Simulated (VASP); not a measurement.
Input of a VASP 6.6.1 run:

The input INCAR:

```
PREC = Accurate
ENCUT = 520
EDIFF = 1E-6
ISMEAR = 0
SIGMA = 0.05
LREAL = False
LASPH = True
NELM = 60
ALGO = Normal
ISIF = 2
LWAVE = False
LCHARG = False
GGA = PS
NBANDS = 16
```

File KPOINTS:

```
Automatic mesh
0
Gamma
  6 6 4
```

Contents of POSCAR:

```
MgS
1.0
    3.7118526143      0.0000000000      0.0000000000
   -1.8559263071      3.2145586591      0.0000000000
    0.0000000000      0.0000000000      6.1750024128
Mg S
2 2
Direct
    0.6666666667      0.3333333333      0.4957548500
    0.3333333333      0.6666666667      0.9957548500
    0.3333333333      0.6666666667      0.3792441500
    0.6666666667      0.3333333333      0.8792441500
```

Potentials or basis: VASP PAW PBE potentials, release 64 (Mg, S).

The run is started by

```sh
$ cat potpaw_PBE.64/Mg/POTCAR potpaw_PBE.64/S/POTCAR > POTCAR
$ mpirun -np 1 vasp_std > vasp.out
```

(1) Estimate the pressure.

(2) What does it give for the band gap on the k mesh?

(3) What does it give for the largest force?

Answers

(1) 18.1 GPa.

(2) 4.44 eV, indirect (least direct gap 4.45 eV).

(3) 0.657 eV/Å.

Caveat: the cell differs from its parent crystal (strain -0.080 along x and y, -0.040 along z); the PAW data sets were made with another functional, which shifts forces and pressure a little.
